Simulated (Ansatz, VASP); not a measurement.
Al2Pd: VASP beside Ansatz

```xyz
3
Lattice="0.0000 2.9495 2.9495 2.9495 0.0000 2.9495 2.9495 2.9495 0.0000" Properties=species:S:1:pos:R:3 pbc="T T T"
Al    1.4748    1.4748    1.4748
Al    4.4243    4.4243    4.4243
Pd    0.0000    0.0000    0.0000
```

Change from the starting cell: volume scaled by 1, crystal datasets.

Alike in both runs: task electric field gradients; functional PBEsol; k mesh 11 × 11 × 11; occupations fermi-dirac, width 0.05 eV; no spin polarisation.

|  | VASP | Ansatz |
| --- | --- | --- |
| version | VASP 6.6.1 | Ansatz 0.2.0 |
| potentials or method | VASP PAW PBE potentials, release 64 (Al, Pd), cutoff 400 eV | all-electron PAW with datasets made for the crystal, scalar-relativistic |

```tsv
	VASP	Ansatz	Ansatz less VASP
pressure (GPa)	-0.7	-0.7	+0.07
```

VASP's potentials were made for PBE, not for PBEsol. Ansatz ran all-electron here, and VASP with PAW potentials.
